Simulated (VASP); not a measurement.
Here is a VASP 6.6.1 calculation.

The input INCAR:

```
  ALGO = Normal
  EDIFF = 1E-6
  ENCUT = 520
  GGA = PE
  ISIF = 2
  ISMEAR = 0
  LASPH = True
  LCHARG = False
  LREAL = False
  LWAVE = False
  NBANDS = 16
  NELM = 100
  PREC = Accurate
  SIGMA = 0.1
```

KPOINTS

```
k-points
0
Gamma
  8 8 8
```

File POSCAR:

```
AlN
1.0
   -1.4080415634      1.6005173318      4.9760201918
    1.4080415634     -1.6005173318      4.9760201918
    1.4080415634      1.6005173318     -4.9760201918
Al N
2 2
Direct
    0.4442389369      0.4442389369      0.0000000000
    0.1844245304      0.1844245304      0.0000000000
    0.0525618293      0.5525618293      0.5000000000
    0.3187747033      0.8187747033      0.5000000000
```

Potentials or basis: VASP PAW PBE potentials, release 64 (Al, N).

The run is started by

```sh
$ cat potpaw_PBE.64/Al/POTCAR potpaw_PBE.64/N/POTCAR > POTCAR
$ mpirun -np 1 vasp_std > vasp.out
```

Task: What does it give for the pressure?

Result: 0.1 GPa.

Task: Predict the largest force.

Result: 0.044 eV/Å.

Forces in eV/Å, atoms in the order of the input:
```
Al   0.000  0.000  0.028
Al   0.000  0.000  0.001
N    0.000  0.000 -0.044
N    0.000  0.000  0.015
```
